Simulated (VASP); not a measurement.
Write the native input for VASP 6.6.1 that does the following.

- Task: G0W0 quasiparticle levels
- Functional: PBE
- Potentials or basis: VASP PAW PBE potentials, release 64 (Li_GW, H_GW)
- Cutoff: 500 eV
- k mesh: 6 × 6 × 6
- Occupations: gaussian, width 0.01 eV
- Spin: no spin polarisation
- Dipole correction: no
- GW scheme: G0W0
- GW iterations: 1
- Cutoff of the response function: 200
- Frequency points: 96
- Empty bands: 136
- Further INCAR settings: ALGO = EVGW0; EDIFF = 1e-08; NBANDS = 137

The system is LiH.

```
CELL_PARAMETERS angstrom
0.00000 2.14512 2.14512
2.14512 0.00000 2.14512
2.14512 2.14512 0.00000
ATOMIC_POSITIONS crystal
Li 0.00000 0.00000 0.00000
H 0.25000 0.25000 0.25000
```

These files were run (other wordings do the same):

POSCAR

```
LiH
1.0
    0.0000000000      2.1451220101      2.1451220101
    2.1451220101      0.0000000000      2.1451220101
    2.1451220101      2.1451220101      0.0000000000
Li H
1 1
Direct
    0.0000000000      0.0000000000      0.0000000000
    0.2500000000      0.2500000000      0.2500000000
```

INCAR.step1

```
PREC = Accurate ; ENCUT = 500
EDIFF = 1E-8 ; ISMEAR = 0
SIGMA = 0.01 ; LREAL = False
LASPH = True ; NELM = 60
ALGO = Normal ; LWAVE = True
LCHARG = False ; GGA = PE
```

INCAR.step2

```
PREC = Accurate ; ENCUT = 500
EDIFF = 1E-8 ; ISMEAR = 0
SIGMA = 0.01 ; LREAL = False
LASPH = True ; NELM = 1
ALGO = Exact ; LWAVE = True
LCHARG = False ; GGA = PE
NBANDS = 137 ; LOPTICS = True
ISTART = 1
```

INCAR.step3

```
PREC = Accurate ; ENCUT = 500
EDIFF = 1E-8 ; ISMEAR = 0
SIGMA = 0.01 ; LREAL = False
LASPH = True ; ALGO = EVGW0
LWAVE = False ; LCHARG = False
GGA = PE ; NELMGW = 1
NBANDS = 137 ; ENCUTGW = 200
NOMEGA = 96 ; PRECFOCK = Fast
ISTART = 1 ; NBANDSGW = 9
OMEGAMAX = 20
```

KPOINTS

```
Automatic mesh
0
Gamma
  6 6 6
```

Potentials or basis: VASP PAW PBE potentials, release 64 (Li_GW, H_GW).

Launch:

```bash
$ cat potpaw_PBE.64/Li_GW/POTCAR potpaw_PBE.64/H_GW/POTCAR > POTCAR
$ cp INCAR.step1 INCAR
$ mpirun -np 1 vasp_std > vasp.out
$ cp INCAR.step2 INCAR
$ mpirun -np 1 vasp_std > vasp.out
$ cp INCAR.step3 INCAR
$ mpirun -np 1 vasp_std > vasp.out
```

It gave:

```json
{
 "Quasiparticle gap": "6.53 eV",
 "Least direct quasiparticle gap": "7.53 eV",
 "Band gap of the starting levels on the mesh": "4.29 eV",
 "Least direct gap of the starting levels on the mesh": "5.26 eV"
}
```

Caveat: the k points lie up to 0.42 Å⁻¹ apart; bands, screening cutoff and mesh are small and nothing is extrapolated, so the quasiparticle values aren't converged; the structure was generated, so it needn't be the stable form of LiH.

Wall time 2.5 min on 1 thread of Intel(R) Xeon(R) Platinum 8559C (Emerald Rapids), with other jobs on the host, peak memory 0.51 GiB.
